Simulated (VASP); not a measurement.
Ge: relaxation of shape and atoms at fixed volume with PBEsol

The system is Ge.

```xyz
4
Lattice="3.8715 0.0000 0.0000 -1.9357 3.3528 0.0000 0.0000 0.0000 6.3982" Properties=species:S:1:pos:R:3 pbc="T T T"
Ge    1.9357    1.1176    0.4040
Ge    0.0000    2.2352    3.6031
Ge    1.9357    1.1176    2.7951
Ge    0.0000    2.2352    5.9942
```

This isn't the form of Ge at room conditions, which is diamond.

- Program: VASP 6.6.1
- Task: relaxation of shape and atoms at fixed volume
- Functional: PBEsol
- Potentials or basis: VASP PAW PBE potentials, release 64 (Ge_d)
- Cutoff: 600 eV
- k mesh: 12 × 12 × 6
- Occupations: gaussian, width 0.1 eV
- Spin: no spin polarisation
- Dipole correction: no
- Further INCAR settings: ALGO = Fast; EDIFF = 1e-06; IBRION = 2; EDIFFG = -0.01; NSW = 50; ISIF = 4

```yaml
Energy_gained_by_relaxing: 0.0 meV/atom
Ionic_steps: 2
Pressure_after_relaxing: 7.9 GPa
Largest_force_after_relaxing: 0.006 eV/Å
Band_gap_on_the_k_mesh: zero (filled and empty bands touch)
```

Forces in eV/Å, atoms in the order of the input:
```
Ge   0.000  0.000 -0.006
Ge   0.000  0.000 -0.006
Ge   0.000  0.000  0.006
Ge   0.000  0.000  0.006
```

Stress tensor (GPa, compression positive):
```
7.86 0.00 0.00
0.00 7.86 0.00
0.00 0.00 7.94
```

Final structure:
```cif
data_structure
_symmetry_space_group_name_H-M 'P 1'
_symmetry_Int_Tables_number 1
_cell_length_a 3.8715
_cell_length_b 3.8715
_cell_length_c 6.3980
_cell_angle_alpha 90.000
_cell_angle_beta 90.000
_cell_angle_gamma 120.000
_cell_volume 83.05
loop_
_atom_site_label
_atom_site_type_symbol
_atom_site_fract_x
_atom_site_fract_y
_atom_site_fract_z
_atom_site_occupancy
Ge1 Ge 0.66667 0.33333 0.06322 1
Ge2 Ge 0.33333 0.66667 0.56322 1
Ge3 Ge 0.66667 0.33333 0.43678 1
Ge4 Ge 0.33333 0.66667 0.93678 1
```

Levels at points of the mesh, in eV from the Fermi level:
| k point | band 26 | band 27 | band 28 | band 29 | band 30 | band 31 |
| --- | --- | --- | --- | --- | --- | --- |
| (0.00, 0.00, 0.00) | -0.35 | 0.00 | 0.01 | 0.01 | 0.71 | 2.09 |
| (0.50, 0.00, 0.00) | -3.56 | -3.37 | -1.74 | 0.21 | 1.75 | 3.32 |
| (0.00, 0.00, 0.50) | -1.09 | -1.09 | -1.09 | 0.83 | 0.83 | 3.28 |
| (0.50, 0.00, 0.50) | -2.96 | -2.83 | -2.83 | 0.38 | 0.38 | 1.82 |

Run time: 6 min on 1 thread of Oxide Virtual Turin-like Processor, on a shared host, peak memory 0.32 GiB.

Caveat: semilocal functionals underestimate gaps, and a narrow one can read as zero; the PAW data sets were made with another functional, which shifts forces and pressure a little.
